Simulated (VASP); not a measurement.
Write the native input for VASP 6.6.1 that does the following.

```
Task                   : single point
Functional             : PBE
Potentials or basis    : VASP PAW PBE potentials, release 64 (K_sv, S)
Cutoff                 : 520 eV
k mesh                 : 6 × 6 × 6
Occupations            : gaussian, width 0.1 eV
Spin                   : no spin polarisation
Dipole correction      : no
Further INCAR settings : ALGO = Normal; EDIFF = 1e-07; NBANDS = 50
```

The structure of K3S2 lies in POSCAR:

```
K3S2
1.0
    4.3952096125      2.5375754530      4.6953506509
   -4.3952096125      2.5375754530      4.6953506509
    0.0000000000     -5.0751509059      4.6953506509
K S
6 4
Direct
    0.5490506246      0.9509493754      0.2500000000
    0.2500000000      0.5490506246      0.9509493754
    0.9509493754      0.2500000000      0.5490506246
    0.4509493754      0.0490506246      0.7500000000
    0.7500000000      0.4509493754      0.0490506246
    0.0490506246      0.7500000000      0.4509493754
    0.3827202548      0.3827202548      0.3827202548
    0.1172797452      0.1172797452      0.1172797452
    0.6172797452      0.6172797452      0.6172797452
    0.8827202548      0.8827202548      0.8827202548
```

The input as run:

INCAR

```
SYSTEM = K3S2
  ALGO = Normal
  EDIFF = 1E-7
  ENCUT = 520
  GGA = PE
  ISIF = 2
  ISMEAR = 0
  LASPH = .True.
  LCHARG = .True.
  LELF = .True.
  LREAL = .False.
  LVHAR = .True.
  LWAVE = .False.
  NBANDS = 50
  NELM = 60
  PREC = Accurate
  SIGMA = 0.1
```

KPOINTS

```
k-points
0
Gamma
  6 6 6
  0 0 0
```

Potentials or basis: VASP PAW PBE potentials, release 64 (K_sv, S).

The run is started by

```console
$ cat potpaw_PBE.64/K_sv/POTCAR potpaw_PBE.64/S/POTCAR > POTCAR
$ mpirun -np 1 vasp_std > vasp.out
```

It gave:

```json
{
 "Pressure": "0.0 GPa",
 "Largest force": "0.004 eV/Å",
 "Band gap on the k mesh": "zero (bands 39 and 40 overlap by 0.06 eV)"
}
```

Run time: 22 min on 1 thread of Intel Xeon 8259CL (shared host), peak memory 0.63 GiB.
